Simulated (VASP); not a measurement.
# AlN (I-4m2) in VASP: notebook

AlN is run at these levels: PBE; tasks: single point.

All numbers are computed with VASP 6.6.1; they aren't measurements. Logs are shortened: lines on timing, memory, paths and dates and some standing lists are left out, and cuts for length are marked.

### Step 1. The cell of the first run

It takes space group I-4m2 (No. 119, tetragonal). Conventional cell: a = 3.020 Å, b = 3.020 Å, c = 4.403 Å, α = 90.00°, β = 90.00°, γ = 90.00°. Al (site symmetry -4m2) has 4 N at 1.87 Å within 2.5 Å. Within 2.5 Å of N (site symmetry -4m2) lie 4 Al at 1.87 Å.

### Step 2. Single point, PBE (strain -0.030 along x and y, +0.000 along z)

The input, INCAR:

```
SYSTEM = AlN
PREC     = Accurate       ! precision mode
ENCUT    = 520            ! plane-wave cutoff, eV
EDIFF    = 1E-7           ! SCF threshold, eV
ISMEAR   = 0              ! smearing method
SIGMA    = 0.05           ! smearing width, eV
LREAL    = .FALSE.        ! projectors in reciprocal space
LASPH    = .TRUE.         ! aspherical terms in the spheres
NELM     = 80             ! most SCF steps
ALGO     = Normal         ! electronic algorithm
ISIF     = 2              ! what is computed and relaxed
LWAVE    = .FALSE.        ! write WAVECAR
LCHARG   = .FALSE.        ! write CHGCAR
GGA      = PE             ! functional
NBANDS   = 11             ! bands
```

The input, KPOINTS:

```
Automatic mesh
0
G
  10 10 10
  0 0 0
```

The input, POSCAR:

```
AlN
1.0
    0.0000000000      2.1355394912      2.2015871043
    2.1355394912      0.0000000000      2.2015871043
    2.1355394912      2.1355394912      0.0000000000
Al N
1 1
Direct
    0.0000000000      0.0000000000      0.0000000000
    0.7500000000      0.7500000000      0.7500000000
```

Potentials or basis: VASP PAW PBE potentials, release 64 (Al, N).

Started as:

```bash
$ cat potpaw_PBE.64/Al/POTCAR potpaw_PBE.64/N/POTCAR > POTCAR
$ mpirun -np 1 vasp_std > vasp.out
```

OUTCAR:

```text
SYSTEM = AlN
   PREC = Accurate
   ENCUT = 520
   EDIFF = 1E-7
   ISMEAR = 0
   LREAL = .FALSE.
   LASPH = .TRUE.
   NELM = 80
   ISIF = 2
   GGA = PE

 ion  position               nearest neighbor table
   1  0.000  0.000  0.000-   2 1.87   2 1.87   2 1.87   2 1.87
   2  0.750  0.750  0.750-   1 1.87   1 1.87   1 1.87   1 1.87

  LATTYP: Found a body centered tetragonal cell.
 ALAT       =     3.0201089114
 C/A-ratio  =     1.4579521261

  Lattice vectors:

 A1 = (  -2.1355394912,   0.0000000000,   2.2015871043)
 A2 = (   2.1355394912,   0.0000000000,   2.2015871043)
 A3 = (   0.0000000000,   2.1355394912,  -2.2015871043)

Analysis of symmetry for initial positions (statically):
=====================================================================
 Subroutine PRICEL returns:
 Original cell was already a primitive cell.

 Routine SETGRP: Setting up the symmetry group for a
 body centered tetragonal supercell.

 Subroutine GETGRP returns: Found  8 space group operations
 (whereof  8 operations were pure point group operations)
 out of a pool of 16 trial point group operations.

The static configuration has the point symmetry D_2d.

Analysis of symmetry for dynamics (positions and initial velocities):
=====================================================================
 Subroutine PRICEL returns:
 Original cell was already a primitive cell.

 Routine SETGRP: Setting up the symmetry group for a
 body centered tetragonal supercell.

 Subroutine GETGRP returns: Found  8 space group operations
 (whereof  8 operations were pure point group operations)
 out of a pool of 16 trial point group operations.

The dynamic configuration has the point symmetry D_2d.

 Subroutine INISYM returns: Found  8 space group operations
 (whereof  8 operations are pure point group operations),
 and found     1 'primitive' translations

----------------------------------------------------------------------------------------

                                     Primitive cell

  volume of cell :      20.0808

  direct lattice vectors                    reciprocal lattice vectors
     0.000000000  2.135539491  2.201587104    -0.234132875  0.234132875  0.227108888
     2.135539491  0.000000000  2.201587104     0.234132875 -0.234132875  0.227108888
     2.135539491  2.135539491  0.000000000     0.234132875  0.234132875 -0.227108888

  length of vectors
     3.067167210  3.067167210  3.020108911     0.401515695  0.401515695  0.401515695

  position of ions in fractional coordinates (direct lattice)
     0.000000000  0.000000000  0.000000000
     0.750000000  0.750000000  0.750000000

  ion indices of the primitive-cell ions
   primitive index   ion index
                 1           1
                 2           2

----------------------------------------------------------------------------------------

 KPOINTS: Automatic mesh

Automatic generation of k-mesh.
 Grid dimensions read from file:
 generate k-points for:   10   10   10

 Generating k-lattice:

  Cartesian coordinates                     Fractional coordinates (reciprocal lattice)
    -0.023413287  0.023413287  0.022710889     0.100000000  0.000000000  0.000000000
     0.023413287 -0.023413287  0.022710889     0.000000000  0.100000000  0.000000000
     0.023413287  0.023413287 -0.022710889    -0.000000000 -0.000000000  0.100000000

  Length of vectors
     0.040151569  0.040151569  0.040151569

  Shift w.r.t. Gamma in fractional coordinates (k-lattice)
     0.000000000  0.000000000  0.000000000

 Subroutine IBZKPT returns following result:
 ===========================================

 Found    102 irreducible k-points:

 Following reciprocal coordinates:
            Coordinates               Weight
  0.000000  0.000000  0.000000      1.000000
  0.100000  0.000000  0.000000      8.000000
  0.200000  0.000000  0.000000      8.000000
  0.300000 -0.000000  0.000000      8.000000
  0.400000  0.000000  0.000000      8.000000
  0.500000 -0.000000  0.000000      4.000000
[... 16 lines left out ...]
  0.300000  0.300000  0.000000      2.000000
[... 45 lines left out ...]
      1      -8.8725      2.00000
      2       6.2362      2.00000
      3       6.3729      2.00000
      4       6.3729      2.00000
      5      10.8480      0.00000
      6      19.2487      0.00000
      7      19.2487      0.00000
      8      19.2761      0.00000
      9      23.7442      0.00000
     10      24.8243      0.00000
     11      25.0298      0.00000

 k-point     2 :       0.1000    0.0000    0.0000
  band No.  band energies     occupation
      1      -8.7195      2.00000
      2       5.5113      2.00000
      3       6.2233      2.00000
      4       6.3302      2.00000
      5      11.4996      0.00000
      6      18.8394      0.00000
      7      19.3916      0.00000
      8      19.4120      0.00000
      9      22.5733      0.00000
     10      23.4196      0.00000
     11      25.0607      0.00000

 k-point     3 :       0.2000    0.0000    0.0000
  band No.  band energies     occupation
      1      -8.2834      2.00000
      2       3.8792      2.00000
      3       6.0660      2.00000
      4       6.2237      2.00000
      5      12.6220      0.00000
      6      17.9878      0.00000
      7      19.1574      0.00000
      8      19.4554      0.00000
      9      22.3287      0.00000
     10      22.6759      0.00000
     11      24.2112      0.00000

 k-point     4 :       0.3000   -0.0000    0.0000
  band No.  band energies     occupation
      1      -7.6469      2.00000
      2       2.1839      2.00000
      3       5.8891      2.00000
      4       6.1018      2.00000
      5      13.4610      0.00000
      6      17.1784      0.00000
      7      18.3794      0.00000
      8      18.8403      0.00000
      9      23.5225      0.00000
     10      23.6222      0.00000
     11      24.1688      0.00000
[... 239 lines left out ...]
 k-point    22 :      -0.2000    0.2000    0.0000
  band No.  band energies     occupation
      1      -7.4172      2.00000
      2       2.4346      2.00000
      3       4.4907      2.00000
      4       6.1923      2.00000
      5      14.1762      0.00000
      6      16.8337      0.00000
      7      17.7716      0.00000
      8      19.3539      0.00000
      9      21.6367      0.00000
     10      25.4157      0.00000
     11      27.3966      0.00000

 k-point    23 :       0.3000    0.3000    0.0000
  band No.  band energies     occupation
      1      -7.3128      2.00000
      2       2.6547      2.00000
      3       5.1969      2.00000
      4       5.1969      2.00000
      5      11.7203      0.00000
      6      16.5297      0.00000
      7      18.2241      0.00000
      8      21.4037      0.00000
      9      21.4037      0.00000
     10      27.4708      0.00000
     11      30.8273      0.00000

 k-point    24 :       0.4000    0.3000    0.0000
  band No.  band energies     occupation
      1      -6.8321      2.00000
      2       1.9960      2.00000
      3       4.6743      2.00000
      4       5.0460      2.00000
      5      11.3462      0.00000
      6      16.3804      0.00000
      7      18.6944      0.00000
      8      21.5135      0.00000
      9      21.9909      0.00000
     10      28.3122      0.00000
     11      30.4843      0.00000

 [... further k-points ...]
[... 5 lines left out ...]
  --------------------------------------------------------------------------------------
  -------------------------------------------------------------------------------------
  Total        1.7937273      1.7937273      1.2557331      0.0000000     -0.0000000     -0.0000000
  in kB      143.1152509    143.1152509    100.1905671      0.0000000     -0.0000000     -0.0000000
  external PRESSURE =     128.8070230 kB  Pullay stress =       0.0000000 kB

 VOLUME and BASIS-vectors are now :
 -----------------------------------------------------------------------------
  energy-cutoff  :      520.00
  volume of cell :       20.08
      direct lattice vectors                 reciprocal lattice vectors
     0.000000000  2.135539491  2.201587104    -0.234132875  0.234132875  0.227108888
     2.135539491  0.000000000  2.201587104     0.234132875 -0.234132875  0.227108888
     2.135539491  2.135539491  0.000000000     0.234132875  0.234132875 -0.227108888

 POSITION                                       TOTAL-FORCE (eV/Angst)
 -----------------------------------------------------------------------------------
      0.00000      0.00000      0.00000        -0.000000     -0.000000     -0.000000
      3.20331      3.20331      3.30238         0.000000      0.000000      0.000000
 -----------------------------------------------------------------------------------
    total drift:                               -0.000000     -0.000000     -0.000000

  FREE ENERGIE OF THE ION-ELECTRON SYSTEM (eV)
  ---------------------------------------------------
  free  energy   TOTEN  =       -14.7939991457 eV

  energy  without entropy=      -14.7939991457  energy(sigma->0) =      -14.79399915
```

Run time: 5.9 s. Hardware: 1 thread of Intel Xeon 6975P-C (Granite Rapids), shared host; peak memory 0.14 GiB.

Results:

| Quantity | Value |
| --- | --- |
| Free energy | -14.7940 eV |
| Pressure | 12.9 GPa |
| Band gap on the k mesh | 3.24 eV, indirect (least direct gap 4.48 eV) |

Stress tensor (GPa, compression positive):
```
14.31  0.00  0.00
 0.00 14.31  0.00
 0.00  0.00 10.02
```

Levels at points of the mesh, in eV from the valence-band top:
```csv
k point,band 1,band 2,band 3,band 4,band 5,band 6,band 7,band 8,band 9
"(0.00, 0.00, 0.00)",-15.25,-0.14,-0.01,-0.01,4.47,12.87,12.87,12.90,17.37
"(0.50, 0.00, 0.00)",-13.09,-6.06,-0.67,-0.40,7.62,10.07,11.10,11.62,18.39
"(0.50, 0.50, 0.00)",-12.51,-5.27,-1.69,-1.69,3.39,9.10,14.04,16.32,16.32
"(0.50, 0.00, 0.50)",-12.37,-4.97,-1.95,-1.94,3.24,8.63,14.59,15.58,16.53
```

Caveat: the cell differs from its parent crystal (strain -0.030 along x and y, +0.000 along z). A k mesh can miss the band edges.

### Step 3. Single point, PBE (strain -0.030 along x and y, +0.015 along z)

The input, INCAR:

```
ALGO = Normal
EDIFF = 1E-7
ENCUT = 520
GGA = PE
ISIF = 2
ISMEAR = 0
LASPH = True
LCHARG = False
LREAL = False
LWAVE = False
NBANDS = 11
NELM = 100
PREC = Accurate
SIGMA = 0.05
```

The input, KPOINTS:

```
k-points
0
Gamma
  10 10 10
```

The input, POSCAR:

```
AlN
1.0
    0.0000000000      2.1355394912      2.2346109109
    2.1355394912      0.0000000000      2.2346109109
    2.1355394912      2.1355394912      0.0000000000
Al N
1 1
Direct
    0.0000000000      0.0000000000      0.0000000000
    0.7500000000      0.7500000000      0.7500000000
```

Potentials or basis: VASP PAW PBE potentials, release 64 (Al, N).

Started as:

```bash
$ cat potpaw_PBE.64/Al/POTCAR potpaw_PBE.64/N/POTCAR > POTCAR
$ mpirun -np 1 vasp_std > vasp.out
```

Run time: 5.9 s. Hardware: 1 thread of Intel Xeon 6975P-C (Granite Rapids), shared host; peak memory 0.14 GiB.

It converged, with:

| Quantity | Value |
| --- | --- |
| Free energy | -14.8081 eV |
| Pressure | 9.3 GPa |
| Band gap on the k mesh | 3.18 eV, indirect (least direct gap 4.31 eV) |

Stress tensor (GPa, compression positive):
```
11.53  0.00  0.00
 0.00 11.53  0.00
 0.00  0.00  4.73
```

Levels at points of the mesh, in eV from the valence-band top:
```
           k point  band 2  band 3  band 4  band 5  band 6  band 7
(0.00, 0.00, 0.00)   -0.22   -0.01   -0.01    4.29   12.68   12.68
(0.50, 0.00, 0.00)   -6.03   -0.77   -0.37    7.39    9.93   10.91
(0.50, 0.50, 0.00)   -5.35   -1.63   -1.63    3.40    9.12   13.61
(0.50, 0.00, 0.50)   -4.91   -2.01   -2.00    3.18    8.43   14.42
```

Caveat: the cell differs from its parent crystal (strain -0.030 along x and y, +0.015 along z). A k mesh can miss the band edges.

### Step 4. Single point, PBE (strain -0.015 along x and y, -0.030 along z)

The input, INCAR:

```
PREC = Accurate ; ENCUT = 520
EDIFF = 1E-6 ; ISMEAR = 0
SIGMA = 0.05 ; LREAL = False
LASPH = True ; NELM = 60
ALGO = Normal ; ISIF = 2
LWAVE = False ; LCHARG = False
GGA = PE ; NBANDS = 11
```

The input, KPOINTS:

```
regular mesh
0
Gamma
  10 10 10
```

The input, POSCAR:

```
AlN
1.0
    0.0000000000      2.1685632977      2.1355394912
    2.1685632977      0.0000000000      2.1355394912
    2.1685632977      2.1685632977      0.0000000000
Al N
1 1
Direct
    0.0000000000      0.0000000000      0.0000000000
    0.7500000000      0.7500000000      0.7500000000
```

Started as:

```bash
$ cat potpaw_PBE.64/Al/POTCAR potpaw_PBE.64/N/POTCAR > POTCAR
$ mpirun -np 1 vasp_std > vasp.out
```

Run time: 5.8 s. Hardware: 1 thread of Intel Xeon 6975P-C (Granite Rapids), shared host; peak memory 0.14 GiB.

It converged, with:

```yaml
Free_energy: -14.7985 eV
Pressure: 12.9 GPa
Band_gap_on_the_k_mesh: 3.25 eV, indirect (least direct gap 4.48 eV)
```

Stress tensor (GPa, compression positive):
```
12.28  0.00  0.00
 0.00 12.28  0.00
 0.00  0.00 14.10
```

Levels at points of the mesh, in eV from the valence-band top:
| k point | band 1 | band 2 | band 3 | band 4 | band 5 | band 6 | band 7 | band 8 |
| --- | --- | --- | --- | --- | --- | --- | --- | --- |
| (0.00, 0.00, 0.00) | -15.24 | -0.06 | -0.06 | 0.00 | 4.48 | 12.88 | 12.89 | 12.89 |
| (0.50, 0.00, 0.00) | -13.08 | -6.05 | -0.59 | -0.46 | 7.66 | 10.08 | 11.19 | 11.50 |
| (0.50, 0.50, 0.00) | -12.36 | -4.96 | -1.94 | -1.94 | 3.25 | 8.64 | 14.61 | 16.06 |
| (0.50, 0.00, 0.50) | -12.43 | -5.11 | -1.81 | -1.81 | 3.32 | 8.87 | 14.33 | 15.96 |

Caveat: the cell differs from its parent crystal (strain -0.015 along x and y, -0.030 along z). A k mesh can miss the band edges.

### Step 5. Single point, PBE (strain -0.030 along x and y, +0.030 along z)

The input, INCAR:

```
SYSTEM = AlN
PREC = Accurate
ENCUT = 520
EDIFF = 1E-7
ISMEAR = 0
SIGMA = 0.05
LREAL = .FALSE.
LASPH = .TRUE.
NELM = 60
ALGO = Normal
ISIF = 2
LWAVE = .FALSE.
LCHARG = .FALSE.
GGA = PE
NBANDS = 11
```

The input, KPOINTS:

```
regular mesh
0
G
  10 10 10
  0 0 0
```

The input, POSCAR:

```
AlN
1.0
    0.0000000000      2.1355394912      2.2676347174
    2.1355394912      0.0000000000      2.2676347174
    2.1355394912      2.1355394912      0.0000000000
Al N
1 1
Direct
    0.0000000000      0.0000000000      0.0000000000
    0.7500000000      0.7500000000      0.7500000000
```

Started as:

```bash
$ cat potpaw_PBE.64/Al/POTCAR potpaw_PBE.64/N/POTCAR > POTCAR
$ mpirun -np 1 vasp_std > vasp.out
```

It took 6.3 s on 1 thread of Intel Xeon 6975P-C (Granite Rapids), shared host; peak memory 0.14 GiB.

Results (log left out):

| Property | Result |
| --- | --- |
| Free energy | -14.8122 eV |
| Pressure | 5.9 GPa |
| Band gap on the k mesh | 3.12 eV, indirect (least direct gap 4.14 eV) |

Stress tensor (GPa, compression positive):
```
 9.05  0.00  0.00
 0.00  9.05  0.00
 0.00  0.00 -0.46
```

Levels at points of the mesh, in eV from the valence-band top:
| k point | band 2 | band 3 | band 4 | band 5 | band 6 | band 7 |
| --- | --- | --- | --- | --- | --- | --- |
| (0.00, 0.00, 0.00) | -0.31 | -0.02 | -0.02 | 4.12 | 12.50 | 12.50 |
| (0.50, 0.00, 0.00) | -6.01 | -0.87 | -0.34 | 7.15 | 9.79 | 10.74 |
| (0.50, 0.50, 0.00) | -5.43 | -1.57 | -1.57 | 3.42 | 9.14 | 13.20 |
| (0.50, 0.00, 0.50) | -4.86 | -2.07 | -2.05 | 3.12 | 8.22 | 14.24 |

Caveat: the cell differs from its parent crystal (strain -0.030 along x and y, +0.030 along z).

### Step 6. Single point, PBE (strain +0.000 along x and y, -0.030 along z)

The input, INCAR:

```
PREC     = Accurate       # precision mode
ENCUT    = 520            # plane-wave cutoff, eV
EDIFF    = 1E-6           # SCF threshold, eV
ISMEAR   = 0              # smearing method
SIGMA    = 0.05           # smearing width, eV
LREAL    = F              # projectors in reciprocal space
LASPH    = T              # aspherical terms in the spheres
NELM     = 100            # most SCF steps
ALGO     = Normal         # electronic algorithm
ISIF     = 2              # what is computed and relaxed
LWAVE    = F              # write WAVECAR
LCHARG   = F              # write CHGCAR
GGA      = PE             # functional
NBANDS   = 11             # bands
```

The input, KPOINTS:

```
regular mesh
0
Gamma
  10 10 10
```

The input, POSCAR:

```
AlN
1.0
    0.0000000000      2.2015871043      2.1355394912
    2.2015871043      0.0000000000      2.1355394912
    2.2015871043      2.2015871043      0.0000000000
Al N
1 1
Direct
    0.0000000000      0.0000000000      0.0000000000
    0.7500000000      0.7500000000      0.7500000000
```

Potentials or basis: VASP PAW PBE potentials, release 64 (Al, N).

Started as:

```bash
$ cat potpaw_PBE.64/Al/POTCAR potpaw_PBE.64/N/POTCAR > POTCAR
$ mpirun -np 1 vasp_std > vasp.out
```

Run time: 5.7 s. Hardware: 1 thread of Intel Xeon 6975P-C (Granite Rapids), shared host; peak memory 0.14 GiB.

It converged, with:

```yaml
Free_energy: -14.8311 eV
Pressure: 5.9 GPa
Band_gap_on_the_k_mesh: 3.15 eV, indirect (least direct gap 4.17 eV)
```

Stress tensor (GPa, compression positive):
```
4.68 0.00 0.00
0.00 4.68 0.00
0.00 0.00 8.26
```

Levels at points of the mesh, in eV from the valence-band top:
| k point | band 2 | band 3 | band 4 | band 5 | band 6 | band 7 |
| --- | --- | --- | --- | --- | --- | --- |
| (0.00, 0.00, 0.00) | -0.12 | -0.12 | 0.00 | 4.17 | 12.52 | 12.56 |
| (0.50, 0.00, 0.00) | -5.96 | -0.69 | -0.44 | 7.32 | 9.83 | 10.83 |
| (0.50, 0.50, 0.00) | -4.81 | -2.03 | -2.03 | 3.15 | 8.26 | 14.32 |
| (0.50, 0.00, 0.50) | -5.10 | -1.78 | -1.77 | 3.29 | 8.73 | 13.77 |

Caveat: the cell differs from its parent crystal (strain +0.000 along x and y, -0.030 along z).

### Step 7. Summary

| cell | gap on the mesh (eV) | pressure (GPa) |
| --- | --- | --- |
| a = 3.067, b = 3.067, c = 3.020 Å, angles 60.5, 60.5, 59.0°, 2 atoms | 3.24 | 12.9 |
| a = 3.091, b = 3.091, c = 3.020 Å, angles 60.8, 60.8, 58.5°, 2 atoms | 3.18 | 9.3 |
| a = 3.044, b = 3.044, c = 3.067 Å, angles 59.7, 59.7, 60.5°, 2 atoms | 3.25 | 12.9 |
| a = 3.115, b = 3.115, c = 3.020 Å, angles 61.0, 61.0, 58.0°, 2 atoms | 3.12 | 5.9 |
| a = 3.067, b = 3.067, c = 3.114 Å, angles 59.5, 59.5, 61.0°, 2 atoms | 3.15 | 5.9 |

Alike in all rows: task single point; level PBE; potentials or basis VASP PAW PBE potentials, release 64 (Al, N); no spin polarisation; k mesh 10 × 10 × 10; cutoff (eV) 520; smearing gaussian 0.05 eV.

Total energies depend on the potentials used, so only differences within one code and one set of settings carry meaning.
